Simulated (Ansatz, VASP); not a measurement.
**Two plane-wave programs on SiC**

File INCAR:

```
SYSTEM = SiC
PREC = Accurate ; ENCUT = 600
EDIFF = 1E-6 ; ISMEAR = -1
SIGMA = 0.05 ; LREAL = .False.
LASPH = .True. ; NELM = 120
ALGO = Normal ; ISIF = 2
LWAVE = .False. ; LCHARG = .False.
GGA = RP ; IVDW = 13
NBANDS = 11 ; GGA_COMPAT = .False.
```

Contents of KPOINTS:

```
Automatic mesh
0
Gamma
  10 10 10
  0 0 0
```

POSCAR

```
SiC
1.0
    0.0000000000      2.2217363401      2.2217363401
    2.2217363401      0.0000000000      2.2217363401
    2.2217363401      2.2217363401      0.0000000000
Si C
1 1
Direct
    0.0000000000      0.0000000000      0.0000000000
    0.7500000000      0.7500000000      0.7500000000
```

The input input.yaml:

```yaml
crystal:
  lattice:
    - [0.0, 2.2217363401, 2.2217363401]
    - [2.2217363401, 0.0, 2.2217363401]
    - [2.2217363401, 2.2217363401, 0.0]
  atoms:
    - { symbol: Si, position: [0.0, 0.0, 0.0] }
    - { symbol: C, position: [0.75, 0.75, 0.75] }
hamiltonian:
  xc: rpbe
  pseudopotentials: { kind: paw }
  dispersion: d4
kpoints:
  mp_grid: { grid: [10, 10, 10] }
scf:
  occupations: { method: fermi_dirac, width: 0.05 }
output:
  forces: true
  stress: true
  eigenvalues: true
```

Alike in both runs: task single point; functional RPBE; dispersion D4; k mesh 10 × 10 × 10; occupations fermi-dirac, width 0.05 eV; no spin polarisation.

|  | VASP | Ansatz |
| --- | --- | --- |
| version | VASP 6.6.1 | Ansatz 0.2.0 |
| potentials or method | VASP PAW PBE potentials, release 64 (Si, C) | Ansatz PAW |
| plane-wave cutoff (eV) | 600 | 420 |
| valence electrons in the cell | 8 | 8 |

Ansatz gave:

| Quantity | Value |
| --- | --- |
| gap on the k mesh at the Fermi level (eV) | 1.42 |
| least direct gap on the mesh (eV) | 4.50 |
| pressure (GPa) | -14.2 |

**Question.** Which values does VASP return?

**Answer.** gap on the k mesh at the Fermi level (eV): 1.42; least direct gap on the mesh (eV): 4.48; pressure (GPa): -14.8.

VASP's potentials were made for PBE, not for RPBE.
